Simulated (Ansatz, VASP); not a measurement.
This is a calculation of BN for VASP 6.6.1.

Contents of INCAR:

```
PREC = Accurate ; ENCUT = 520
EDIFF = 1E-6 ; ISMEAR = -1
SIGMA = 0.05 ; LREAL = False
LASPH = True ; NELM = 100
ALGO = Normal ; ISIF = 2
LWAVE = False ; LCHARG = False
GGA = CA ; NBANDS = 11
```

KPOINTS

```
Automatic mesh
0
Gamma
  13 13 13
```

File POSCAR:

```
BN
1.0
    0.0000000000      3.4239628326      2.1218728889
    1.2260814184      0.0000000000      2.1218728889
    1.2260814184      3.4239628326      0.0000000000
N B
1 1
Direct
    0.6666513400      0.6666513400      0.3333486600
    0.0000486500      0.0000486500      0.9999513500
```

Potentials or basis: VASP PAW LDA potentials, release 64 (N, B).

Run with:

```bash
$ cat potpaw_LDA.64/N/POTCAR potpaw_LDA.64/B/POTCAR > POTCAR
$ mpirun -np 1 vasp_std > vasp.out
```

**Question.** Translate it to Ansatz 0.2.0. Potentials there: Ansatz PAW.

**Answer.** As run (the cutoff follows the program's own potentials):

input.yaml

```yaml
crystal:
  lattice:
    - [0.0, 3.4239628326, 2.1218728889]
    - [1.2260814184, 0.0, 2.1218728889]
    - [1.2260814184, 3.4239628326, 0.0]
  atoms:
    - { symbol: "N", position: [0.66665134, 0.66665134, 0.33334866] }
    - { symbol: B, position: [4.865e-05, 4.865e-05, 0.99995135] }
hamiltonian:
  xc: lda
  pseudopotentials: { kind: paw }
kpoints:
  mp_grid: { grid: [13, 13, 13] }
scf:
  occupations: { method: fermi_dirac, width: 0.05 }
output:
  forces: true
  stress: true
  eigenvalues: true
```

Potentials or basis: Ansatz PAW.

The run is started by

```bash
$ ansatz run input.yaml --threads 2 --pin off --max-ram 5632MiB --backend cpu --events-out ev --progress --plain --runs-dir out
```

Both were run:

|  | VASP | Ansatz | Ansatz less VASP |
| --- | --- | --- | --- |
| gap on the k mesh at the Fermi level (eV) | 3.72 | 3.74 | +0.018 |
| least direct gap on the mesh (eV) | 4.65 | 4.66 | +0.012 |
| pressure (GPa) | 11.8 | 11.3 | -0.46 |
| traceless stress, the component that is largest in VASP (GPa) | -12.85 | -12.22 | +0.634 |
| rms of the force components (eV/Å) | 0.008 | 0.008 | -0.0001 |

LDA's correlation is that of Perdew and Zunger in VASP and of Perdew and Wang (1992) in Ansatz. Atom by atom the forces differ by 0.000 eV/Å (rms over components).

Noted on Ansatz's run: odd divisions of the mesh miss points on the zone boundary, where band edges often lie, so the gap on the mesh can be too wide.
